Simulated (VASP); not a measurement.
Here is a VASP 6.6.1 calculation.

Contents of INCAR:

```
SYSTEM = Li
ALGO = Normal ; EDIFF = 1E-6
ENCUT = 520 ; GGA = RE
ISIF = 2 ; ISMEAR = -1
LASPH = .TRUE. ; LCHARG = .FALSE.
LREAL = .FALSE. ; LWAVE = .FALSE.
NBANDS = 8 ; NELM = 60
PREC = Accurate ; SIGMA = 0.1
```

The input KPOINTS:

```
k-points
0
G
  14 14 14
  0 0 0
```

POSCAR

```
Li
1.0
    0.0000000000      2.2226863277      2.2226863277
    2.2226863277      0.0000000000      2.2226863277
    2.2226863277      2.2226863277      0.0000000000
Li
1
Direct
    0.0000000000      0.0000000000      0.0000000000
```

Potentials or basis: VASP PAW PBE potentials, release 64 (Li_sv).

Launch:

```sh
$ cat potpaw_PBE.64/Li_sv/POTCAR > POTCAR
$ mpirun -np 1 vasp_std > vasp.out
```

Question: What does it give for the band gap on the k mesh?

Answer: Zero (an odd number of electrons rules out a gap without spin polarisation).
